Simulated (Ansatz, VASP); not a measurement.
**PbS in VASP and in Ansatz**

```
Pb S
1.0
    -0.02965    2.95018    2.95018
     2.95018   -0.02965    2.95018
     2.95018    2.95018   -0.02965
Pb S
1 1
Direct
  0.00000 0.00000 0.00000
  0.50000 0.50000 0.50000
```

Change from the starting cell: equal xy, yz and zx shear strains of -1 %.

Alike in both runs: task single point; functional LDA; k mesh 7 × 7 × 7; occupations fermi-dirac, width 0.01 eV; no spin polarisation.

|  | VASP | Ansatz |
| --- | --- | --- |
| version | VASP 6.6.1 | Ansatz 0.2.0 |
| potentials or method | VASP PAW LDA potentials, release 64 (Pb_d, S), cutoff 520 eV | all-electron LAPW, scalar-relativistic |

|  | VASP | Ansatz | Ansatz less VASP |
| --- | --- | --- | --- |
| gap on the k mesh at the Fermi level (eV) | 0.78 | 0.79 | +0.006 |
| pressure (GPa) | -2.6 | -2.6 | -0.03 |
| traceless stress, the component that is largest in VASP (GPa) | 0.21 | 0.21 | +0.001 |

LDA's correlation is that of Perdew and Zunger in VASP and of Perdew and Wang (1992) in Ansatz. Ansatz ran all-electron here, and VASP with PAW potentials.

Spin-orbit coupling is off throughout.
